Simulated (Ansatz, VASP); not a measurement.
This is a calculation of Nb for Ansatz 0.2.0.

File input.yaml:

```yaml
crystal:
  lattice:
    - [0.0, 2.0864154149, 2.0864154149]
    - [2.0864154149, 0.0, 2.0864154149]
    - [2.0864154149, 2.0864154149, 0.0]
  atoms:
    - { symbol: Nb, position: [0.0, 0.0, 0.0] }
hamiltonian:
  xc: r2scan
  pseudopotentials: { kind: paw }
kpoints:
  mp_grid: { grid: [11, 11, 11] }
scf:
  occupations: { method: fermi_dirac, width: 0.05 }
output:
  forces: true
  stress: true
  eigenvalues: true
```

Potentials or basis: Ansatz PAW.

The run is started by

```bash
$ ansatz run input.yaml --threads 2 --pin off --max-ram 5632MiB --backend cpu --events-out ev --progress --plain --runs-dir out
```

Problem. Translate it to VASP 6.6.1. Potentials there: VASP PAW PBE potentials, release 64 (Nb_sv).

Solution. As run (the cutoff follows the program's own potentials):

File POSCAR:

```
Nb
1.0
    0.0000000000      2.0864154149      2.0864154149
    2.0864154149      0.0000000000      2.0864154149
    2.0864154149      2.0864154149      0.0000000000
Nb
1
Direct
    0.0000000000      0.0000000000      0.0000000000
```

File INCAR.step1:

```
PREC = Accurate ; ENCUT = 520
ISMEAR = -1 ; SIGMA = 0.05
LREAL = False ; LASPH = True
NELM = 80 ; NBANDS = 12
GGA = PE ; ALGO = Normal
EDIFF = 1E-4 ; LWAVE = True
LCHARG = False
```

Contents of INCAR.step2:

```
PREC = Accurate ; ENCUT = 520
EDIFF = 1E-6 ; ISMEAR = -1
SIGMA = 0.05 ; LREAL = False
LASPH = True ; NELM = 80
ALGO = Normal ; ISIF = 2
LWAVE = False ; LCHARG = False
METAGGA = R2SCAN ; LMIXTAU = True
NBANDS = 12 ; ISTART = 1
```

Contents of KPOINTS:

```
Automatic mesh
0
Gamma
  11 11 11
```

Potentials or basis: VASP PAW PBE potentials, release 64 (Nb_sv).

The run is started by

```bash
$ cat potpaw_PBE.64/Nb_sv/POTCAR > POTCAR
$ cp INCAR.step1 INCAR
$ mpirun -np 1 vasp_std > vasp.out
$ cp INCAR.step2 INCAR
$ mpirun -np 1 vasp_std > vasp.out
```

Both were run:

|  | VASP | Ansatz | Ansatz less VASP |
| --- | --- | --- | --- |
| gap on the k mesh at the Fermi level (eV) | none | none | - |
| pressure (GPa) | 4.2 | 4.4 | +0.16 |

VASP's potentials were made for PBE, not for r2SCAN. A gap of «none» marks a metal or a gap that the smearing closes. With one functional, cell and mesh, what is left measures potentials, basis and numerics.
